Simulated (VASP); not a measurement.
A run of VASP 6.6.1 is set up as follows.

File INCAR:

```
PREC     = Accurate       # precision mode
ENCUT    = 520            # plane-wave cutoff, eV
EDIFF    = 1E-6           # SCF threshold, eV
ISMEAR   = -1             # smearing method
SIGMA    = 0.02           # smearing width, eV
LREAL    = F              # projectors in reciprocal space
LASPH    = T              # aspherical terms in the spheres
NELM     = 60             # most SCF steps
ALGO     = Normal         # electronic algorithm
ISIF     = 2              # what is computed and relaxed
LWAVE    = F              # write WAVECAR
LCHARG   = T              # write CHGCAR
GGA      = PE             # functional
LELF     = T              # ELF
LVHAR    = T            
NBANDS   = 16             # bands
```

File KPOINTS:

```
Automatic mesh
0
Gamma
  12 12 6
```

Contents of POSCAR:

```
SiC
1.0
    3.0753562455      0.0000000000      0.0000000000
   -1.5376781227      2.6633366343      0.0000000000
    0.0000000000      0.0000000000      5.1995513435
Si C
2 2
Direct
    0.3333333333      0.6666666667      0.0006052755
    0.6666666667      0.3333333333      0.5006052755
    0.3333333333      0.6666666667      0.3743947245
    0.6666666667      0.3333333333      0.8743947245
```

Potentials or basis: VASP PAW PBE potentials, release 64 (Si, C).

Command:

```console
$ cat potpaw_PBE.64/Si/POTCAR potpaw_PBE.64/C/POTCAR > POTCAR
$ mpirun -np 1 vasp_std > vasp.out
```

Task: What does it give for the band gap on the k mesh?

Result: 2.14 eV (least direct gap 4.15 eV).

Task: What does it give for the pressure?

Result: -2.7 GPa.

Task: Estimate the largest force.

Result: 0.034 eV/Å.

Stress tensor (GPa, compression positive):
```
  2.14   0.00   0.00
  0.00   2.14   0.00
  0.00   0.00 -12.26
```

Caveat: the cell differs from its parent crystal (uniaxial z strain +3.0%); the stress differs along the axes, from -12 to 2 GPa. A k mesh can miss the band edges.
